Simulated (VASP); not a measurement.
# SnSe (Pnma) in VASP: a series of runs, part 2 of 2

VASP 6.6.1. The steps go on from the part before.

## (5) Relaxation of cell and atoms, SVWN5

The input, INCAR:

```
SYSTEM = SnSe
PREC     = Accurate       ! precision mode
ENCUT    = 600            ! plane-wave cutoff, eV
EDIFF    = 1E-6           ! SCF threshold, eV
ISMEAR   = -1             ! smearing method
SIGMA    = 0.05           ! smearing width, eV
LREAL    = .False.        ! projectors in reciprocal space
LASPH    = .True.         ! aspherical terms in the spheres
NELM     = 80             ! most SCF steps
ALGO     = Normal         ! electronic algorithm
ISIF     = 3              ! what is computed and relaxed
LWAVE    = .False.        ! write WAVECAR
LCHARG   = .False.        ! write CHGCAR
GGA      = VW             ! functional
IBRION   = 2              ! ionic algorithm
NSW      = 60             ! ionic steps
EDIFFG   = -0.01          ! ionic threshold
```

The input, KPOINTS:

```
regular mesh
0
Gamma
  3 6 6
  0 0 0
```

The input, POSCAR:

```
SnSe
1.0
   11.4200000000      0.0000000000      0.0000000000
    0.0000000000      4.1900000000      0.0000000000
    0.0000000000      0.0000000000      4.4600000000
Sn Se
4 4
Direct
    0.8770000000      0.7500000000      0.9090000000
    0.6230000000      0.2500000000      0.4090000000
    0.3770000000      0.7500000000      0.5910000000
    0.1230000000      0.2500000000      0.0910000000
    0.6430000000      0.7500000000      0.9840000000
    0.8570000000      0.2500000000      0.4840000000
    0.1430000000      0.7500000000      0.5160000000
    0.3570000000      0.2500000000      0.0160000000
```

Command:

```console
> cat potpaw_PBE.64/Sn_d/POTCAR potpaw_PBE.64/Se/POTCAR > POTCAR
> mpirun -np 1 vasp_std > vasp.out
```

It took 38 min on 1 thread of AMD EPYC 9R45 (Zen 5), shared host; peak memory 0.46 GiB.

It converged, with:

```yaml
Free_energy: -38.0173 eV
Relaxed_volume: 25.16 Å³/atom
Relaxed_cell: a = 11.336 Å, b = 4.122 Å, c = 4.308 Å, α = 90.00°, β = 90.00°, γ = 90.00°
Space_group_after_relaxing_to_0.1_Å: Pnma (No. 62)
Energy_gained_by_relaxing: 14.6 meV/atom
Ionic_steps: 19
Pressure_after_relaxing: 0.0 GPa
Largest_force_after_relaxing: 0.010 eV/Å
Band_gap_on_the_k_mesh: 0.37 eV (least direct gap 0.49 eV)
```

Forces in eV/Å, atoms in the order of the input:
```
Sn   0.001  0.000 -0.010
Sn  -0.001  0.000 -0.010
Sn   0.001  0.000  0.010
Sn  -0.001  0.000  0.010
Se   0.004  0.000 -0.001
Se  -0.004  0.000 -0.001
Se   0.004  0.000  0.001
Se  -0.004  0.000  0.001
```

The path:
```
step  energy change (eV)  largest force (eV/Å)  pressure (GPa)  volume (Å³)
   1              0.0000                0.1898           -1.96       213.41
   2             -0.0841                0.2599            0.54       203.45
   3             -0.0856                0.2403            0.22       204.56
   4             -0.0975                0.1322           -0.14       204.63
   5             -0.0993                0.0937           -0.32       204.67
   6             -0.1094                0.0641           -0.20       203.18
   7             -0.1139                0.0321            0.18       199.94
   8             -0.1153                0.0311            0.06       201.01
   9             -0.1153                0.0306            0.07       200.93
  10             -0.1156                0.0263           -0.04       201.28
  11             -0.1157                0.0248           -0.10       201.46
  12             -0.1159                0.0178           -0.07       201.39
  13             -0.1162                0.0124            0.01       201.19
  14             -0.1162                0.0125            0.00       201.21
  15             -0.1163                0.0084            0.03       201.18
  16             -0.1164                0.0115            0.04       201.15
  17             -0.1164                0.0099           -0.03       201.29
  18             -0.1164                0.0096           -0.05       201.36
  19             -0.1165                0.0098           -0.03       201.31
```

Final structure:
```yaml
crystal:
  lattice:
    - [11.33585, 0.00000, 0.00000]
    - [0.00000, 4.12228, 0.00000]
    - [0.00000, 0.00000, 4.30800]
  atoms:
    - { symbol: Sn, position: [0.88204, 0.75000, 0.91059] }
    - { symbol: Sn, position: [0.61796, 0.25000, 0.41059] }
    - { symbol: Sn, position: [0.38204, 0.75000, 0.58941] }
    - { symbol: Sn, position: [0.11796, 0.25000, 0.08941] }
    - { symbol: Se, position: [0.64204, 0.75000, 0.97870] }
    - { symbol: Se, position: [0.85796, 0.25000, 0.47870] }
    - { symbol: Se, position: [0.14204, 0.75000, 0.52130] }
    - { symbol: Se, position: [0.35796, 0.25000, 0.02130] }
```

Levels at points of the mesh, in eV from the valence-band top:
| k point | band 38 | band 39 | band 40 | band 41 | band 42 | band 43 |
| --- | --- | --- | --- | --- | --- | --- |
| (0.00, 0.00, 0.00) | -1.42 | -0.83 | -0.67 | 0.38 | 2.94 | 3.02 |
| (0.00, 0.50, 0.00) | -1.10 | -0.67 | -0.67 | 0.78 | 0.78 | 1.34 |
| (0.00, 0.00, 0.50) | -0.88 | -0.34 | -0.34 | 1.11 | 1.11 | 1.26 |
| (0.00, 0.50, 0.50) | -2.52 | -1.68 | -1.68 | 2.55 | 2.55 | 2.98 |

Caveat: semilocal functionals underestimate gaps, and a narrow one can read as zero; the PAW data sets were made with another functional, which shifts forces and pressure a little; spin-orbit coupling is left out, which moves the levels of the heavy elements. A k mesh can miss the band edges.

## (6) The runs side by side

| task | level | cell | k mesh | cutoff (eV) | gap on the mesh (eV) | pressure (GPa) | largest force (eV/Å) |
| --- | --- | --- | --- | --- | --- | --- | --- |
| single point | PBE | a = 11.420, b = 4.190, c = 4.460 Å, 8 atoms | 1 × 2 × 2 | 520 | 1.07 | 3.1 | 0.69 |
| single point | PBEsol | a = 11.187, b = 4.104, c = 4.369 Å, 8 atoms | 3 × 6 × 6 | 520 | 0.48 | 3.2 | 0.63 |
| single point | PBEsol | a = 11.420, b = 4.190, c = 4.460 Å, 8 atoms | 3 × 6 × 6 | 520 | 0.48 | -0.5 | 0.25 |
| relaxation of cell and atoms | SVWN5 | relaxed from a = 11.420, b = 4.190, c = 4.460 Å, 8 atoms | 3 × 6 × 6 | 600 | 0.37 | 0.0 | 0.01 |

Alike in all rows: potentials or basis VASP PAW PBE potentials, release 64 (Sn_d, Se); no spin polarisation; smearing fermi-dirac 0.05 eV.

Caveats: some runs use coarse meshes; spin-orbit coupling is left out, which moves the levels of the heavy elements; semilocal functionals underestimate gaps, and a narrow one can read as zero (at least some runs); the PAW data sets were made with another functional, which shifts forces and pressure a little (at least some runs); the cell stands under pressure (at least some runs).

Absolute energies hang on the potentials; compare differences alone.

## (7) Comparison with measurements

Step 4. A measured gap of SnSe is 0.99 eV (indirect; 20 K; “Linear dichroism of the optical properties of SnS and SnSe van der Waals crystals”, 2024, arxiv:2409.17412); the calculated 0.48 eV misses it by -0.51 eV. 2 values of this kind are on record (0.89 to 0.99 eV); this one was drawn at random. Spin-orbit coupling on Se, Sn is left out. The value is that of PBEsol on a finite k mesh, which can miss the band edges, without temperature or zero-point motion. Semilocal functionals fall short of measured gaps as a rule.
